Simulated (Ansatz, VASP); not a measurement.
# One calculation of BaZrO3, two programs

File INCAR:

```
SYSTEM = BaZrO3
ALGO = Normal
EDIFF = 1E-7
ENCUT = 520
GGA = PS
ISIF = 2
ISMEAR = 0
LASPH = .TRUE.
LCHARG = .FALSE.
LREAL = .FALSE.
LWAVE = .FALSE.
NBANDS = 28
NELM = 60
PREC = Accurate
SIGMA = 0.01
```

File KPOINTS:

```
k-points
0
G
  6 6 6
  0 0 0
```

Contents of POSCAR:

```
BaZrO3
1.0
    4.1806150123      0.0000000000      0.0000000000
    0.0000000000      4.1806150123      0.0000000000
    0.0000000000      0.0000000000      4.1806150123
Ba Zr O
1 1 3
Direct
    0.0000000000      0.0000000000      0.0000000000
    0.5000000000      0.5000000000      0.5000000000
    0.0000000000      0.5000000000      0.5000000000
    0.5000000000      0.0000000000      0.5000000000
    0.5000000000      0.5000000000      0.0000000000
```

Input for Ansatz:

```yaml
crystal:
  lattice:
    - [4.18061501233, 0.0, 0.0]
    - [0.0, 4.18061501233, 0.0]
    - [0.0, 0.0, 4.18061501233]
  atoms:
    - { symbol: Ba, position: [0.0, 0.0, 0.0] }
    - { symbol: Zr, position: [0.5, 0.5, 0.5] }
    - { symbol: O, position: [0.0, 0.5, 0.5] }
    - { symbol: O, position: [0.5, 0.0, 0.5] }
    - { symbol: O, position: [0.5, 0.5, 0.0] }
kpoints:
  mp_grid: { grid: [6, 6, 6] }
scf:
  occupations: { method: fixed }
hamiltonian:
  xc: pbesol
  pseudopotentials: { kind: all_electron, lapw: { basis_error: 0.001 } }
output:
  forces: true
  stress: true
  eigenvalues: true
  eigenstates:
    nscf_kmesh: { grid: [8, 8, 8] }
    de_dk: true
    e_range: [-9, 13.17452351729]
  optics:
    e_range: [0, 30]
    de: 0.2
    sigma: 0.1
    bands: { spectra_wanted_up_to: 30 }
    nscf_kmesh: { grid: [8, 8, 8] }
checkpoint:
  write: ck
  write_wavefunctions: false
```

Alike in both runs: task single point; functional PBEsol; k mesh 6 × 6 × 6; no spin polarisation.

|  | VASP | Ansatz |
| --- | --- | --- |
| version | VASP 6.6.1 | Ansatz 0.2.0 |
| potentials or method | VASP PAW PBE potentials, release 64 (Ba_sv, Zr_sv, O), cutoff 520 eV | all-electron LAPW, scalar-relativistic |
| occupations | gaussian, width 0.01 eV | fixed |

```tsv
	VASP	Ansatz	Ansatz less VASP
gap on the k mesh at the Fermi level (eV)	3.12	3.17	+0.049
pressure (GPa)	1.2	0.0	-1.19
```

VASP's potentials were made for PBE, not for PBEsol. Ansatz ran all-electron here, and VASP with PAW potentials.

Neither program's run includes spin-orbit coupling.
